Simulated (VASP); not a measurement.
# Na2Cd (Fd-3m) in VASP: relaxation of cell and atoms with PBE

Aim: the relaxation of cell and atoms of Na2Cd with PBE.

Everything below comes from runs of VASP 6.6.1. Logs are shortened: lines on timing, memory, paths and dates and some standing lists are left out, and cuts for length are marked.

**1. The cell of the first run**

The structure is cubic, space group Fd-3m (No. 227). The conventional cell has a = 9.048 Å, b = 9.048 Å, c = 9.048 Å, α = 90.00°, β = 90.00°, γ = 90.00°. Na (site symmetry -3m) has 6 Na at 3.20 Å and 6 Cd at 3.75 Å within 4.2 Å. Within 4.9 Å of Cd (site symmetry -43m) lie 12 Na at 3.75 Å and 4 Cd at 3.92 Å.

**2. Relaxation of cell and atoms, PBE**

INCAR

```
SYSTEM = Na2Cd
PREC = Accurate ; ENCUT = 600
EDIFF = 1E-6 ; ISMEAR = 0
SIGMA = 0.1 ; LREAL = .FALSE.
LASPH = .TRUE. ; NELM = 80
ALGO = Fast ; ISIF = 3
LWAVE = .FALSE. ; LCHARG = .FALSE.
GGA = PE ; IBRION = 2
NSW = 100 ; EDIFFG = -0.01
```

KPOINTS

```
regular mesh
0
G
  8 8 8
  0 0 0
```

POSCAR

```
Na2Cd
1.0
    0.0000000000      4.5239067664      4.5239067664
    4.5239067664      0.0000000000      4.5239067664
    4.5239067664      4.5239067664      0.0000000000
Na Cd
4 2
Direct
    0.1250000000      0.1250000000      0.1250000000
    0.6250000000      0.1250000000      0.1250000000
    0.1250000000      0.1250000000      0.6250000000
    0.1250000000      0.6250000000      0.1250000000
    0.5000000000      0.5000000000      0.5000000000
    0.7500000000      0.7500000000      0.7500000000
```

Potentials or basis: VASP PAW PBE potentials, release 64 (Na_pv, Cd).

On the command line:

```sh
> cat potpaw_PBE.64/Na_pv/POTCAR potpaw_PBE.64/Cd/POTCAR > POTCAR
> mpirun -np 1 vasp_std > vasp.out
```

OUTCAR:

```text
SYSTEM = Na2Cd
   PREC = Accurate
   ENCUT = 600
   EDIFF = 1E-6
   ISMEAR = 0
   LREAL = .FALSE.
   LASPH = .TRUE.
   NELM = 80
   ISIF = 3
   GGA = PE
   IBRION = 2
   NSW = 100
   EDIFFG = -0.01

 ion  position               nearest neighbor table
   1  0.125  0.125  0.125-
   2  0.625  0.125  0.125-
   3  0.125  0.125  0.625-
   4  0.125  0.625  0.125-
   5  0.500  0.500  0.500-
   6  0.750  0.750  0.750-

  LATTYP: Found a face centered cubic cell.
 ALAT       =     9.0478135328

  Lattice vectors:

 A1 = (   0.0000000000,   4.5239067664,   4.5239067664)
 A2 = (   4.5239067664,   0.0000000000,   4.5239067664)
 A3 = (   4.5239067664,   4.5239067664,   0.0000000000)

Analysis of symmetry for initial positions (statically):
=====================================================================
 Subroutine PRICEL returns:
 Original cell was already a primitive cell.

 Routine SETGRP: Setting up the symmetry group for a
 face centered cubic supercell.

 Subroutine GETGRP returns: Found 48 space group operations
 (whereof 24 operations were pure point group operations)
 out of a pool of 48 trial point group operations.

The static configuration has the point symmetry T_d .
 The point group associated with its full space group is O_h .

Analysis of symmetry for dynamics (positions and initial velocities):
=====================================================================
 Subroutine PRICEL returns:
 Original cell was already a primitive cell.

 Routine SETGRP: Setting up the symmetry group for a
 face centered cubic supercell.

 Subroutine GETGRP returns: Found 48 space group operations
 (whereof 24 operations were pure point group operations)
 out of a pool of 48 trial point group operations.

The dynamic configuration has the point symmetry T_d .
 The point group associated with its full space group is O_h .

 Subroutine INISYM returns: Found 48 space group operations
 (whereof 24 operations are pure point group operations),
 and found     1 'primitive' translations

----------------------------------------------------------------------------------------

                                     Primitive cell

  volume of cell :     185.1701

  direct lattice vectors                    reciprocal lattice vectors
     0.000000000  4.523906766  4.523906766    -0.110523940  0.110523940  0.110523940
     4.523906766  0.000000000  4.523906766     0.110523940 -0.110523940  0.110523940
     4.523906766  4.523906766  0.000000000     0.110523940  0.110523940 -0.110523940

  length of vectors
     6.397770304  6.397770304  6.397770304     0.191433080  0.191433080  0.191433080

  position of ions in fractional coordinates (direct lattice)
     0.125000000  0.125000000  0.125000000
     0.625000000  0.125000000  0.125000000
     0.125000000  0.125000000  0.625000000
     0.125000000  0.625000000  0.125000000
     0.500000000  0.500000000  0.500000000
     0.750000000  0.750000000  0.750000000

  ion indices of the primitive-cell ions
   primitive index   ion index
                 1           1
                 2           2
                 3           3
                 4           4
                 5           5
                 6           6

----------------------------------------------------------------------------------------

 KPOINTS: regular mesh

Automatic generation of k-mesh.
 Grid dimensions read from file:
 generate k-points for:    8    8    8

 Generating k-lattice:

  Cartesian coordinates                     Fractional coordinates (reciprocal lattice)
    -0.013815492  0.013815492  0.013815492     0.125000000  0.000000000  0.000000000
     0.013815492 -0.013815492  0.013815492     0.000000000  0.125000000  0.000000000
     0.013815492  0.013815492 -0.013815492     0.000000000  0.000000000  0.125000000

  Length of vectors
     0.023929135  0.023929135  0.023929135

  Shift w.r.t. Gamma in fractional coordinates (k-lattice)
     0.000000000  0.000000000  0.000000000

 Subroutine IBZKPT returns following result:
 ===========================================

 Found     29 irreducible k-points:

 Following reciprocal coordinates:
            Coordinates               Weight
  0.000000  0.000000  0.000000      1.000000
  0.125000  0.000000  0.000000      8.000000
  0.250000  0.000000  0.000000      8.000000
  0.375000  0.000000  0.000000      8.000000
  0.500000  0.000000  0.000000      4.000000
  0.125000  0.125000  0.000000      6.000000
[... 16 lines left out ...]
  0.500000  0.250000  0.125000     48.000000
 -0.375000  0.250000  0.125000     24.000000
 [... further k-points ...]
   k-points           NKPTS =     29   k-points in BZ     NKDIM =     29   number of bands    NBANDS=     31
   number of dos      NEDOS =    301   number of ions     NIONS =      6
   total plane-waves  NPLWV = 157464
   dimension x,y,z NGX =    54 NGY =   54 NGZ =   54
   dimension x,y,z NGXF=   108 NGYF=  108 NGZF=  108
   ions per type =               4   2
   NGX,Y,Z   is equivalent  to a cutoff of  14.03, 14.03, 14.03 a.u.
   NGXF,Y,Z  is equivalent  to a cutoff of  28.06, 28.06, 28.06 a.u.
 SYSTEM =  Na2Cd
   PREC   = accura    normal or accurate (medium, high low for compatibility)
   ISTART =      0    job   : 0-new  1-cont  2-samecut
   ICHARG =      2    charge: 1-file 2-atom 10-const
   ISPIN  =      1    spin polarized calculation?
   LNONCOLLINEAR =      F non collinear calculations
   LSORBIT =      F    spin-orbit coupling
   LASPH  =      T    aspherical Exc in radial PAW
   ENCUT  =  600.0 eV  44.10 Ry    6.64 a.u.  12.78 12.78 12.78*2*pi/ulx,y,z
   NELM   =     80;   NELMIN=  2; NELMDL= -5     # of ELM steps
   EDIFF  = 0.1E-05   stopping-criterion for ELM
   LREAL  =      F    real-space projection
   EDIFFG = -.1E-01   stopping-criterion for IOM
   NSW    =    100    number of steps for IOM
   IBRION =      2    ionic relax: 0-MD 1-quasi-New 2-CG
   NFREE  =      1    steps in history (QN), initial steepest desc. (CG)
   ISIF   =      3    stress and relaxation
   ISYM   =      2    0-nonsym 1-usesym 2-fastsym
   POTIM  = 0.5000    time-step for ionic-motion
   TEBEG  =    0.0;   TEEND  =   0.0 temperature during run
   PSTRESS=    0.0 pullay stress
   NELECT =      52.0000    total number of electrons
   NUPDOWN=      -1.0000    fix difference up-down
   EMIN   =  10.00;   EMAX   =-10.00  energy-range for DOS
   EFERMI =   0.00;   METHOD = LEGACY
   ISMEAR =     0;   SIGMA  =   0.10  broadening in eV -4-tet -1-fermi 0-gaus
   EFERMI_NEDOS =   21; number of points for ismear=-14 and -15
   IALGO  =     68    algorithm
   IMIX   =      4    mixing-type and parameters
     AMIX     =   0.40;   BMIX     =  1.00
     AMIX_MAG =   1.60;   BMIX_MAG =  1.00
  volume/ion in A,a.u.               =      30.86       208.26
  Fermi-wavevector in a.u.,A,eV,Ry     =   1.072060  2.025899 15.637339  1.149312
  Thomas-Fermi vector in A             =   2.207819
   LORBIT       =      0    0 simple, 1 ext, 2 COOP (PROOUT), +10 PAW based schemes
   GGA     = PE    functional components
   LHFCALC =     F    Hartree Fock is set to
   AEXX    =    0.0000 exact exchange contribution
   IVDW    =     0    specifies the selected vdW correction
   LEPSILON=     F    determine dielectric tensor
   LRPA    =     F    only Hartree local field effects (RPA)
 conjugate gradient relaxation of ions
 non-spin polarized calculation
 RMM-DIIS sequential band-by-band and
 Gauss-broadening in eV      SIGMA  =   0.10
  energy-cutoff  :      600.00
  volume of cell :      185.17
 maximum number of plane-waves:      6218
 NGX is ok and might be reduce to    54
   NGX = 25   NGY = 25   NGZ = 25

--------------------------------------- Ionic step        1  -------------------------------------------

 number of electron      52.0000001 magnetization

 Free energy of the ion-electron system (eV)
  ---------------------------------------------------
  ext. energy  EPLUGINS =         0.00000000
  ---------------------------------------------------
  free energy    TOTEN  =        -6.23071117 eV

  energy without entropy =       -6.22029498  energy(sigma->0) =       -6.22550307

------------------------ aborting loop because EDIFF is reached ----------------------------------------

  FORCE on cell =-STRESS in cart. coord.  units (eV):
  Direction    XX          YY          ZZ          XY          YZ          ZX
  --------------------------------------------------------------------------------------
  -------------------------------------------------------------------------------------
  Total       -0.1532309     -0.1532309     -0.1532309     -0.0000000      0.0000000     -0.0000000
  in kB       -1.3258243     -1.3258243     -1.3258243     -0.0000000      0.0000000     -0.0000000
  external PRESSURE =      -1.3258243 kB  Pullay stress =       0.0000000 kB
[... 105 lines left out ...]
  energy  without entropy=       -6.2211061096  energy(sigma->0) =       -6.22626776

--------------------------------------- Ionic step        4  -------------------------------------------

 number of electron      51.9999998 magnetization

 Free energy of the ion-electron system (eV)
  ---------------------------------------------------
  ext. energy  EPLUGINS =         0.00000000
  ---------------------------------------------------
  free energy    TOTEN  =        -6.23171100 eV

  energy without entropy =       -6.22146755  energy(sigma->0) =       -6.22658927

 E-fermi :   0.9805     XC(G=0):  -7.7860

 val. band max:        0.9691307783   @ k =  -0.2500   0.2500   0.0000
 cond. band min:       1.0346705051   @ k =   0.2500   0.1250   0.0000
 fundamental gap:      0.0655397268
 Fermi energy:         0.9804678320

 k-point     1 :       0.0000    0.0000    0.0000
  band No.  band energies     occupation
      1     -24.1596      2.00000
      2     -24.0660      2.00000
      3     -24.0660      2.00000
      4     -24.0660      2.00000
      5     -24.0287      2.00000
      6     -24.0287      2.00000
[... 805 lines left out ...]
     30       3.3201      0.00000
     31       3.6782      0.00000

 [... further k-points ...]

------------------------ aborting loop because EDIFF is reached ----------------------------------------

  FORCE on cell =-STRESS in cart. coord.  units (eV):
  Direction    XX          YY          ZZ          XY          YZ          ZX
  --------------------------------------------------------------------------------------
  -------------------------------------------------------------------------------------
  Total        0.0039029      0.0039029      0.0039029      0.0000000     -0.0000000     -0.0000000
  in kB        0.0341903      0.0341903      0.0341903      0.0000000     -0.0000000     -0.0000000
  external PRESSURE =       0.0341903 kB  Pullay stress =       0.0000000 kB
[... 21 lines left out ...]
  FREE ENERGIE OF THE ION-ELECTRON SYSTEM (eV)
  ---------------------------------------------------
  free  energy   TOTEN  =        -6.2317109963 eV

  energy  without entropy=       -6.2214675521  energy(sigma->0) =       -6.22658927

 reached required accuracy - stopping structural energy minimisation
```

It took 12 min on 1 thread of Intel Xeon Platinum 8488C (Sapphire Rapids), shared host; peak memory 0.52 GiB.

What came out:

| Item | Value |
| --- | --- |
| Free energy | -6.2317 eV |
| Relaxed volume | 30.48 Å³/atom |
| Relaxed cell | a = 6.371 Å, b = 6.371 Å, c = 6.371 Å, α = 60.00°, β = 60.00°, γ = 60.00° |
| Space group after relaxing (to 0.1 Å) | Fd-3m (No. 227) |
| Energy gained by relaxing | 0.2 meV/atom |
| Ionic steps | 4 |
| Pressure after relaxing | 0.0 GPa |
| Band gap on the k mesh | zero (bands 26 and 27 overlap by 1.80 eV) |

Step by step:
| step | energy change (eV) | largest force (eV/Å) | pressure (GPa) | volume (Å³) |
| --- | --- | --- | --- | --- |
| 1 | 0.0000 | 0.0000 | -0.13 | 185.17 |
| 2 | -0.0005 | 0.0000 | -0.07 | 184.49 |
| 3 | -0.0007 | 0.0000 | -0.05 | 183.95 |
| 4 | -0.0010 | 0.0000 | 0.00 | 182.89 |

Final structure:
```xyz
6
Lattice="0.0000 4.5053 4.5053 4.5053 0.0000 4.5053 4.5053 4.5053 0.0000" Properties=species:S:1:pos:R:3 pbc="T T T"
Na    1.1263    1.1263    1.1263
Na    1.1263    3.3790    3.3790
Na    3.3790    3.3790    1.1263
Na    3.3790    1.1263    3.3790
Cd    4.5053    4.5053    4.5053
Cd    6.7579    6.7579    6.7579
```

The gap in the log of VASP goes by the Fermi energy; the results here count the filled bands.